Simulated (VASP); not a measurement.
A run of VASP 6.6.1 is set up as follows.

File INCAR:

```
SYSTEM = Ag
ALGO     = Normal         ! electronic algorithm
EDIFF    = 1E-6           ! SCF threshold, eV
ENCUT    = 520            ! plane-wave cutoff, eV
GGA      = PE             ! functional
ISIF     = 2              ! what is computed and relaxed
ISMEAR   = -1             ! smearing method
LASPH    = .TRUE.         ! aspherical terms in the spheres
LCHARG   = .FALSE.        ! write CHGCAR
LREAL    = .FALSE.        ! projectors in reciprocal space
LWAVE    = .FALSE.        ! write WAVECAR
NBANDS   = 12             ! bands
NELM     = 60             ! most SCF steps
PREC     = Accurate       ! precision mode
SIGMA    = 0.1            ! smearing width, eV
```

KPOINTS

```
k-points
0
G
  19 19 19
  0 0 0
```

The input POSCAR:

```
Ag
1.0
    0.0000000000      1.7348926955      1.7348926955
    1.7348926955      0.0000000000      1.7348926955
    1.7348926955      1.7348926955      0.0000000000
Ag
1
Direct
    0.0000000000      0.0000000000      0.0000000000
```

Potentials or basis: VASP PAW PBE potentials, release 64 (Ag).

Launch:

```sh
$ cat potpaw_PBE.64/Ag/POTCAR > POTCAR
$ mpirun -np 1 vasp_std > vasp.out
```

(1) Estimate the pressure.

Results:

(1) 219.1 GPa.
